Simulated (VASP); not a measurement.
Crystal: Ge.

```
Ge
1.0
     2.53484   -2.84347    0.00000
     2.53484    2.84347    0.00000
     0.00000    0.00000    2.63233
Ge
2
Direct
  0.78108 0.21892 0.00000
  0.21892 0.78108 0.00000
```

The cell was generated, and may not be a known phase.

```yaml
Program: VASP 6.6.1
Task: relaxation of cell and atoms
Functional: PBE
Potentials_or_basis: VASP PAW PBE potentials, release 64 (Ge_d)
Cutoff: 600 eV
k_mesh: 4 × 4 × 6
Occupations: gaussian, width 0.1 eV
Spin: no spin polarisation
```

At the start: pressure 7.3 GPa; volume 18.97 Å³/atom.

Q: Where does the relaxation end?

A: Over 7 steps the energy falls by 48.5 meV/atom and the volume is 20.90 Å³/atom (+10.2 %); space group Cmmm (No. 65, to 0.1 Å) before and after.

The path:
```
step  energy change (eV)  largest force (eV/Å)  pressure (GPa)  volume (Å³)
   1              0.0000                0.4695            7.28        37.95
   2             -0.0883                0.0134           -1.64        42.88
   3             -0.0942                0.0631           -0.11        41.86
   4             -0.0942                0.0697            0.01        41.78
   5             -0.0966                0.0480           -0.02        41.88
   6             -0.0967                0.0541           -0.09        41.86
   7             -0.0970                0.0317            0.04        41.80
```

Final structure:
```cif
data_structure
_symmetry_space_group_name_H-M 'P 1'
_symmetry_Int_Tables_number 1
_cell_length_a 3.9367
_cell_length_b 3.9367
_cell_length_c 2.7191
_cell_angle_alpha 90.000
_cell_angle_beta 90.000
_cell_angle_gamma 97.291
_cell_volume 41.80
loop_
_atom_site_label
_atom_site_type_symbol
_atom_site_fract_x
_atom_site_fract_y
_atom_site_fract_z
_atom_site_occupancy
Ge1 Ge 0.77699 0.22301 0.00000 1
Ge2 Ge 0.22301 0.77699 0.00000 1
```

Caveat: the k points lie up to 0.40 Å⁻¹ apart in the final cell, too coarse for converged energies and pressures of a metal.
